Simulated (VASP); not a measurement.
**V: single point with LDA**

The system is V.

```
V
1.0
     4.18460    0.00000    0.00000
    -2.09230    3.62397    0.00000
     0.00000    0.00000    2.21565
V
3
Cartesian
  -2.0923 3.6240 0.0000
  0.0000 2.4160 1.1078
  2.0923 1.2080 1.1078
```

This isn't the form of V at room conditions, which is bcc.

```
Program                : VASP 6.6.1
Task                   : single point
Functional             : LDA
Potentials or basis    : VASP PAW LDA potentials, release 64 (V_sv)
Cutoff                 : 520 eV
k mesh                 : 9 × 9 × 15
Occupations            : fermi-dirac, width 0.1 eV
Spin                   : no spin polarisation
Dipole correction      : no
Further INCAR settings : ALGO = Normal; EDIFF = 1e-07; NBANDS = 26
```

- Pressure: 34.0 GPa
- Band gap on the k mesh: zero (an odd number of electrons rules out a gap without spin polarisation)

Stress tensor (GPa, compression positive):
```
33.12  0.00  0.00
 0.00 33.12  0.00
 0.00  0.00 35.79
```

Levels at points of the mesh, in eV from the Fermi level:
| k point | band 17 | band 18 | band 19 | band 20 | band 21 | band 22 | band 23 | band 24 |
| --- | --- | --- | --- | --- | --- | --- | --- | --- |
| (0.00, 0.00, 0.00) | -1.56 | -1.54 | -1.54 | -1.22 | 0.50 | 0.50 | 2.99 | 2.99 |

Run time: 110 s on 1 thread of Intel Xeon 8259CL, with other jobs on the host, peak memory 0.18 GiB.

Caveat: the cell stands under pressure.
